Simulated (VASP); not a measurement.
# AgI (F-43m) in VASP: relaxation of cell and atoms with HSE06

Aim: the relaxation of cell and atoms of AgI with HSE06.

All numbers are computed with VASP 6.6.1; they aren't measurements. Logs are shortened: lines on timing, memory, paths and dates and some standing lists are left out, and cuts for length are marked.

**1. The cell of the first run**

Symmetry: F-43m, No. 216, cubic system. The conventional cell has a = 6.577 Å, b = 6.577 Å, c = 6.577 Å, α = 90.00°, β = 90.00°, γ = 90.00°. Ag (site symmetry -43m) has 4 I at 2.85 Å within 3.8 Å. Within 3.8 Å of I (site symmetry -43m) lie 4 Ag at 2.85 Å.

**2. Relaxation of cell and atoms, HSE06**

File POSCAR:

```
AgI
1.0
    0.0000000000      3.2886327781      3.2886327781
    3.2886327781      0.0000000000      3.2886327781
    3.2886327781      3.2886327781      0.0000000000
Ag I
1 1
Direct
    0.0000000000      0.0000000000      0.0000000000
    0.2500000000      0.2500000000      0.2500000000
```

File INCAR.step1:

```
PREC = Accurate ; ENCUT = 500
EDIFF = 1E-5 ; ISMEAR = -1
SIGMA = 0.02 ; LREAL = F
LASPH = T ; NELM = 120
ALGO = Normal ; LWAVE = T
LCHARG = F ; GGA = PE
NBANDS = 16 ; GGA_COMPAT = F
IBRION = 2 ; ISIF = 3
EDIFFG = -0.005 ; NELMIN = 4
NSW = 100
```

File INCAR.step2:

```
PREC = Accurate ; ENCUT = 500
EDIFF = 1E-7 ; ISMEAR = -1
SIGMA = 0.02 ; LREAL = F
LASPH = T ; NELM = 120
ALGO = Normal ; ISIF = 3
LWAVE = F ; LCHARG = F
GGA = PE ; LHFCALC = T
HFSCREEN = 0.2079 ; PRECFOCK = Normal
IBRION = 2 ; NSW = 80
EDIFFG = -0.005 ; ISTART = 1
GGA_COMPAT = F ; NELMIN = 4
```

File KPOINTS:

```
regular mesh
0
Gamma
  4 4 4
```

Potentials or basis: VASP PAW PBE potentials, release 64 (Ag, I).

Started as:

```
$ cat potpaw_PBE.64/Ag/POTCAR potpaw_PBE.64/I/POTCAR > POTCAR
$ cp INCAR.step1 INCAR
$ mpirun -np 1 vasp_std > vasp.out
$ cp INCAR.step2 INCAR
$ mpirun -np 1 vasp_std > vasp.out
```

OUTCAR:

```text
PREC = Accurate
   ENCUT = 500
   EDIFF = 1E-7
   ISMEAR = -1
   LREAL = F
   LASPH = T
   NELM = 120
   ISIF = 3
   GGA = PE
   LHFCALC = T
   HFSCREEN = 0.2079
   PRECFOCK = Normal
   IBRION = 2
   NSW = 80
   EDIFFG = -0.005
   ISTART = 1
   NELMIN = 4

 ion  position               nearest neighbor table
   1  0.000  0.000  0.000-   2 2.85   2 2.85   2 2.85   2 2.85
   2  0.250  0.250  0.250-   1 2.85   1 2.85   1 2.85   1 2.85

  LATTYP: Found a face centered cubic cell.
 ALAT       =     6.5772655562

  Lattice vectors:

 A1 = (   0.0000000000,   3.2886327781,   3.2886327781)
 A2 = (   3.2886327781,   0.0000000000,   3.2886327781)
 A3 = (   3.2886327781,   3.2886327781,   0.0000000000)

Analysis of symmetry for initial positions (statically):
=====================================================================
 Subroutine PRICEL returns:
 Original cell was already a primitive cell.

 Routine SETGRP: Setting up the symmetry group for a
 face centered cubic supercell.

 Subroutine GETGRP returns: Found 24 space group operations
 (whereof 24 operations were pure point group operations)
 out of a pool of 48 trial point group operations.

The static configuration has the point symmetry T_d .

Analysis of symmetry for dynamics (positions and initial velocities):
=====================================================================
 Subroutine PRICEL returns:
 Original cell was already a primitive cell.

 Routine SETGRP: Setting up the symmetry group for a
 face centered cubic supercell.

 Subroutine GETGRP returns: Found 24 space group operations
 (whereof 24 operations were pure point group operations)
 out of a pool of 48 trial point group operations.

The dynamic configuration has the point symmetry T_d .

 Subroutine INISYM returns: Found 24 space group operations
 (whereof 24 operations are pure point group operations),
 and found     1 'primitive' translations

----------------------------------------------------------------------------------------

                                     Primitive cell

  volume of cell :      71.1338

  direct lattice vectors                    reciprocal lattice vectors
     0.000000000  3.288632778  3.288632778    -0.152038867  0.152038867  0.152038867
     3.288632778  0.000000000  3.288632778     0.152038867 -0.152038867  0.152038867
     3.288632778  3.288632778  0.000000000     0.152038867  0.152038867 -0.152038867

  length of vectors
     4.650829076  4.650829076  4.650829076     0.263339042  0.263339042  0.263339042

  position of ions in fractional coordinates (direct lattice)
     0.000000000  0.000000000  0.000000000
     0.250000000  0.250000000  0.250000000

  ion indices of the primitive-cell ions
   primitive index   ion index
                 1           1
                 2           2

----------------------------------------------------------------------------------------

 KPOINTS: regular mesh

Automatic generation of k-mesh.
 Grid dimensions read from file:
 generate k-points for:    4    4    4

 Generating k-lattice:

  Cartesian coordinates                     Fractional coordinates (reciprocal lattice)
    -0.038009717  0.038009717  0.038009717     0.250000000  0.000000000  0.000000000
     0.038009717 -0.038009717  0.038009717     0.000000000  0.250000000  0.000000000
     0.038009717  0.038009717 -0.038009717     0.000000000  0.000000000  0.250000000

  Length of vectors
     0.065834760  0.065834760  0.065834760

  Shift w.r.t. Gamma in fractional coordinates (k-lattice)
     0.000000000  0.000000000  0.000000000

 Subroutine IBZKPT returns following result:
 ===========================================

 Found      8 irreducible k-points:

 Following reciprocal coordinates:
            Coordinates               Weight
  0.000000  0.000000  0.000000      1.000000
  0.250000  0.000000  0.000000      8.000000
  0.500000  0.000000  0.000000      4.000000
  0.250000  0.250000  0.000000      6.000000
  0.500000  0.250000  0.000000     24.000000
 -0.250000  0.250000  0.000000     12.000000
  0.500000  0.500000  0.000000      3.000000
 -0.250000  0.500000  0.250000      6.000000
   k-points           NKPTS =      8   k-points in BZ     NKDIM =     64   number of bands    NBANDS=     13
   number of dos      NEDOS =    301   number of ions     NIONS =      2
   total plane-waves  NPLWV =  46656
   dimension x,y,z NGX =    36 NGY =   36 NGZ =   36
   dimension x,y,z NGXF=    72 NGYF=   72 NGZF=   72
   ions per type =               1   1
   NGX,Y,Z   is equivalent  to a cutoff of  12.87, 12.87, 12.87 a.u.
   NGXF,Y,Z  is equivalent  to a cutoff of  25.74, 25.74, 25.74 a.u.
 SYSTEM =  unknown system
   PREC   = accura    normal or accurate (medium, high low for compatibility)
   ISTART =      1    job   : 0-new  1-cont  2-samecut
   ICHARG =      0    charge: 1-file 2-atom 10-const
   ISPIN  =      1    spin polarized calculation?
   LNONCOLLINEAR =      F non collinear calculations
   LSORBIT =      F    spin-orbit coupling
   LASPH  =      T    aspherical Exc in radial PAW
   ENCUT  =  500.0 eV  36.75 Ry    6.06 a.u.   8.48  8.48  8.48*2*pi/ulx,y,z
   NELM   =    120;   NELMIN=  4; NELMDL=  0     # of ELM steps
   EDIFF  = 0.1E-06   stopping-criterion for ELM
   LREAL  =      F    real-space projection
   EDIFFG = -.5E-02   stopping-criterion for IOM
   NSW    =     80    number of steps for IOM
   IBRION =      2    ionic relax: 0-MD 1-quasi-New 2-CG
   NFREE  =      1    steps in history (QN), initial steepest desc. (CG)
   ISIF   =      3    stress and relaxation
   ISYM   =      3    0-nonsym 1-usesym 2-fastsym
   POTIM  = 0.5000    time-step for ionic-motion
   TEBEG  =    0.0;   TEEND  =   0.0 temperature during run
   PSTRESS=    0.0 pullay stress
   NELECT =      18.0000    total number of electrons
   NUPDOWN=      -1.0000    fix difference up-down
   EMIN   =  10.00;   EMAX   =-10.00  energy-range for DOS
   EFERMI =   0.00;   METHOD = LEGACY
   ISMEAR =    -1;   SIGMA  =   0.02  broadening in eV -4-tet -1-fermi 0-gaus
   EFERMI_NEDOS =   21; number of points for ismear=-14 and -15
   IALGO  =     38    algorithm
   IMIX   =      1    mixing-type and parameters
     AMIX     =   0.40;   BMIX     =  1.00
     AMIX_MAG =   1.60;   BMIX_MAG =  1.00
  volume/ion in A,a.u.               =      35.57       240.02
  Fermi-wavevector in a.u.,A,eV,Ry     =   1.035477  1.956767 14.588327  1.072212
  Thomas-Fermi vector in A             =   2.169822
   LORBIT       =      0    0 simple, 1 ext, 2 COOP (PROOUT), +10 PAW based schemes
   GGA     = PE    functional components
   LHFCALC =     T    Hartree Fock is set to
   PRECFOCK=normal    Normal, Fast or Accurate (Low or Medium for compatibility)
   ENCUT4O =  -1.0   cutoff for four orbital integrals eV
   NKREDX  =     1    reduce k-point grid by
   NKREDY  =     1    reduce k-point grid by
   NKREDZ  =     1    reduce k-point grid by
   AEXX    =    0.2500 exact exchange contribution
   HFSCREEN=    0.2079 screening length (either q_TF or 0.3 A-1)
   HFSCREENC=   0.2079 screening length for correlation (either q_TF or 0.3 A-1)
   ENCUTFOCK=  -1.0 apply spherical cutoff to Coloumb kernel
   IVDW    =     0    specifies the selected vdW correction
   LEPSILON=     F    determine dielectric tensor
   LRPA    =     F    only Hartree local field effects (RPA)
 conjugate gradient relaxation of ions
 non-spin polarized calculation
  energy-cutoff  :      500.00
  volume of cell :       71.13
 maximum number of plane-waves:      1820
 NGX is ok and might be reduce to    36
  NGX = 28; NGY = 28; NGZ = 28

--------------------------------------- Ionic step        1  -------------------------------------------

 number of electron      18.0000002 magnetization

 Free energy of the ion-electron system (eV)
  ---------------------------------------------------
  ext. energy  EPLUGINS =         0.00000000
  ---------------------------------------------------
  free energy    TOTEN  =        -5.72458964 eV

  energy without entropy =       -5.72458964  energy(sigma->0) =       -5.72458964

------------------------ aborting loop because EDIFF is reached ----------------------------------------

  FORCE on cell =-STRESS in cart. coord.  units (eV):
  Direction    XX          YY          ZZ          XY          YZ          ZX
  --------------------------------------------------------------------------------------
  -------------------------------------------------------------------------------------
  Total        0.2430932      0.2430932      0.2430932      0.0000000     -0.0000000      0.0000000
  in kB        5.4752906      5.4752906      5.4752906      0.0000000     -0.0000000      0.0000000
  external PRESSURE =       5.4752906 kB  Pullay stress =       0.0000000 kB

 VOLUME and BASIS-vectors are now :
 -----------------------------------------------------------------------------
  energy-cutoff  :      500.00
  volume of cell :       71.13
      direct lattice vectors                 reciprocal lattice vectors
     0.000000000  3.288632778  3.288632778    -0.152038867  0.152038867  0.152038867
     3.288632778  0.000000000  3.288632778     0.152038867 -0.152038867  0.152038867
     3.288632778  3.288632778  0.000000000     0.152038867  0.152038867 -0.152038867
[... 37 lines left out ...]
 POSITION                                       TOTAL-FORCE (eV/Angst)
 -----------------------------------------------------------------------------------
      6.61583      3.30792      3.30792         0.000000      0.000000      0.000000
      1.65396      1.65396      1.65396        -0.000000     -0.000000     -0.000000
 -----------------------------------------------------------------------------------
    total drift:                                0.000003      0.000003      0.000003

  FREE ENERGIE OF THE ION-ELECTRON SYSTEM (eV)
  ---------------------------------------------------
  free  energy   TOTEN  =        -5.7269723633 eV

  energy  without entropy=       -5.7269723633  energy(sigma->0) =       -5.72697236

--------------------------------------- Ionic step        3  -------------------------------------------

 number of electron      18.0000004 magnetization

 Free energy of the ion-electron system (eV)
  ---------------------------------------------------
  ext. energy  EPLUGINS =         0.00000000
  ---------------------------------------------------
  free energy    TOTEN  =        -5.72701156 eV

  energy without entropy =       -5.72701156  energy(sigma->0) =       -5.72701156

 E-fermi :   2.2080     XC(G=0):  -6.8031

 val. band max:        1.7521272161   @ k =   0.0000   0.0000   0.0000
 cond. band min:       4.2391148917   @ k =   0.0000   0.0000   0.0000
 fundamental gap:      2.4869876757
 Fermi energy:         2.2079791837

 k-point     1 :       0.0000    0.0000    0.0000
  band No.  band energies     occupation
      1     -11.6067      2.00000
      2      -2.7167      2.00000
      3      -2.7167      2.00000
      4      -2.7167      2.00000
      5      -1.7415      2.00000
      6      -1.7415      2.00000
      7       1.7521      2.00000
      8       1.7521      2.00000
      9       1.7521      2.00000
     10       4.2391      0.00000
     11       8.7834      0.00000
     12       8.7834      0.00000
     13       8.7834      0.00000

 k-point     2 :       0.2500    0.0000    0.0000
  band No.  band energies     occupation
      1     -11.4718      2.00000
      2      -2.6263      2.00000
      3      -2.6263      2.00000
      4      -2.6249      2.00000
      5      -1.7440      2.00000
      6      -1.7440      2.00000
      7       0.0205      2.00000
      8       1.4042      2.00000
      9       1.4042      2.00000
     10       5.5073      0.00000
     11       8.6191      0.00000
[... 118 lines left out ...]
 POSITION                                       TOTAL-FORCE (eV/Angst)
 -----------------------------------------------------------------------------------
      0.00000      0.00000      0.00000         0.000000      0.000000      0.000000
      1.65551      1.65551      1.65551        -0.000000     -0.000000     -0.000000
 -----------------------------------------------------------------------------------
    total drift:                                0.000002      0.000002      0.000001

  FREE ENERGIE OF THE ION-ELECTRON SYSTEM (eV)
  ---------------------------------------------------
  free  energy   TOTEN  =        -5.7270115622 eV

  energy  without entropy=       -5.7270115622  energy(sigma->0) =       -5.72701156

 reached required accuracy - stopping structural energy minimisation
```

It took 23 min on 1 thread of Intel Xeon 6975P-C (Granite Rapids), shared host; peak memory 0.33 GiB.

What came out:

```
Free energy                           : -5.7270 eV
Relaxed volume                        : 36.30 Å³/atom
Relaxed cell                          : a = 4.682 Å, b = 4.682 Å, c = 4.682 Å, α = 60.00°, β = 60.00°, γ = 60.00°
Space group after relaxing (to 0.1 Å) : F-43m (No. 216)
Energy gained by relaxing             : 1.2 meV/atom
Ionic steps                           : 3
Pressure after relaxing               : 0.0 GPa
Band gap on the k mesh                : 2.49 eV
```

Step by step:
```tsv
step	energy change (eV)	largest force (eV/Å)	pressure (GPa)	volume (Å³)
1	0.0000	0.0000	0.55	71.13
2	-0.0024	0.0000	0.07	72.39
3	-0.0024	0.0000	0.00	72.60
```

Final structure:
```
CELL_PARAMETERS angstrom
0.00000 3.31102 3.31102
3.31102 0.00000 3.31102
3.31102 3.31102 0.00000
ATOMIC_POSITIONS crystal
Ag 0.00000 0.00000 0.00000
I 0.25000 0.25000 0.25000
```

Levels at points of the mesh, in eV from the valence-band top:
| k point | band 6 | band 7 | band 8 | band 9 | band 10 | band 11 | band 12 | band 13 |
| --- | --- | --- | --- | --- | --- | --- | --- | --- |
| (0.00, 0.00, 0.00) | -3.49 | 0.00 | 0.00 | 0.00 | 2.49 | 7.03 | 7.03 | 7.03 |
| (0.50, 0.00, 0.00) | -3.47 | -3.37 | -0.68 | -0.68 | 3.97 | 7.47 | 7.47 | 8.28 |
| (0.50, 0.50, 0.00) | -3.38 | -2.74 | -1.72 | -1.72 | 4.75 | 5.04 | 9.58 | 10.89 |

Caveat: the PAW data sets were made with another functional, which shifts forces and pressure a little; spin-orbit coupling is left out, which moves the levels of the heavy elements. Zero-point motion and thermal expansion aren't in these numbers.
